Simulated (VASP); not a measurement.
Write the native input for VASP 6.6.1 that does the following.

```
Task                   : single point
Functional             : LDA
Potentials or basis    : VASP PAW LDA potentials, release 64 (Os)
Cutoff                 : 520 eV
k mesh                 : 17 × 17 × 10
Occupations            : fermi-dirac, width 0.08 eV
Spin                   : no spin polarisation
Dipole correction      : no
Further INCAR settings : ALGO = Normal; EDIFF = 1e-07; NBANDS = 15
```

The structure of Os lies in POSCAR:

```
Os
1.0
    2.6971481488      0.0000000000      0.0000000000
   -1.3485740745      2.3357988147      0.0000000000
    0.0000000000      0.0000000000      4.2613185190
Os
2
Direct
    0.3333333333      0.6666666667      0.2500000000
    0.6666666667      0.3333333333      0.7500000000
```

This cell differs from its parent crystal: functional lda, volume scaled by 0.96.

One way to write it, as run:

INCAR

```
SYSTEM = Os
PREC = Accurate
ENCUT = 520
EDIFF = 1E-7
ISMEAR = -1
SIGMA = 0.08
LREAL = .FALSE.
LASPH = .TRUE.
NELM = 60
ALGO = Normal
ISIF = 2
LWAVE = .FALSE.
LCHARG = .FALSE.
GGA = CA
NBANDS = 15
```

KPOINTS

```
regular mesh
0
G
  17 17 10
  0 0 0
```

Potentials or basis: VASP PAW LDA potentials, release 64 (Os).

Run with:

```bash
$ cat potpaw_LDA.64/Os/POTCAR > POTCAR
$ mpirun -np 1 vasp_std > vasp.out
```

Results of the run:

The pressure is 10.9 GPa and the band gap on the k mesh is zero (band 8 reaches 12.24 eV, above the bottom of band 9 at 8.05 eV).

Caveat: spin-orbit coupling is left out, which moves the levels of the heavy elements.

Run time: 68 s on 1 thread of AMD EPYC 7R13 Processor (Zen 3), with other jobs on the host, peak memory 0.15 GiB.
